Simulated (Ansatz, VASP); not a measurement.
**Two plane-wave programs on Lu**

INCAR

```
SYSTEM = Lu
ALGO = Normal
EDIFF = 1E-7
EDIFFG = -0.04
ENCUT = 600
GGA = PE
IBRION = 2
ISIF = 3
ISMEAR = 0
LASPH = .True.
LCHARG = .False.
LREAL = .False.
LWAVE = .False.
NELM = 80
NSW = 90
PREC = Accurate
SIGMA = 0.1
```

The input KPOINTS:

```
k-points
0
Gamma
  4 4 4
  0 0 0
```

The input POSCAR:

```
Lu
1.0
    4.4733255600      0.0000000000      0.0000000000
    0.0000000000      4.4733255600      0.0000000000
    0.0000000000      0.0000000000      4.4733255600
Lu
3
Direct
    0.5000000000      0.0000000000      0.0000000000
    0.0000000000      0.5000000000      0.0000000000
    0.0000000000      0.0000000000      0.5000000000
```

Input for Ansatz:

```yaml
crystal:
  lattice:
    - [4.47332556, 0.0, 0.0]
    - [0.0, 4.47332556, 0.0]
    - [0.0, 0.0, 4.47332556]
  atoms:
    - { symbol: Lu, position: [0.5, 0.0, 0.0] }
    - { symbol: Lu, position: [0.0, 0.5, 0.0] }
    - { symbol: Lu, position: [0.0, 0.0, 0.5] }
basis:
  ecutwfc: 420
kpoints:
  mp_grid: { grid: [4, 4, 4] }
hamiltonian:
  xc: pbe
scf:
  occupations: { method: gaussian, width: 0.1 }
  lower_state_search: "off"
output:
  forces: true
  stress: true
  eigenvalues: true
relax:
  adjacent_minimum: "off"
  f_tol: 0.04
  max_steps: 70
  cell: { stress_tol: 0.4 }
```

Alike in both runs: task relaxation of cell and atoms; functional PBE; k mesh 4 × 4 × 4; occupations gaussian, width 0.1 eV; no spin polarisation.

|  | VASP | Ansatz |
| --- | --- | --- |
| version | VASP 6.6.1 | Ansatz 0.2.0 |
| potentials or method | VASP PAW PBE potentials, release 64 (Lu), cutoff 600 eV | scalar-relativistic, plane waves, PAW |
| valence electrons in the cell | 75 | 75 |

Ansatz gave:

```
gap on the k mesh at the Fermi level, each at its own relaxed structure (eV)  : none
relaxed volume (Å³/atom)                                                      : 34.97
relaxed length of the cell vector where the two differ most in proportion (Å) : 4.716
```

Problem. Which values does VASP return?

Solution. gap on the k mesh at the Fermi level, each at its own relaxed structure (eV): none; relaxed volume (Å³/atom): 35.38; relaxed length of the cell vector where the two differ most in proportion (Å): 4.735.

A gap of «none» marks a metal or a gap that the smearing closes.

Neither program's run includes spin-orbit coupling. Noted on VASP's run: the volume moved by over 15 % at a fixed basis, so the end points are rough.
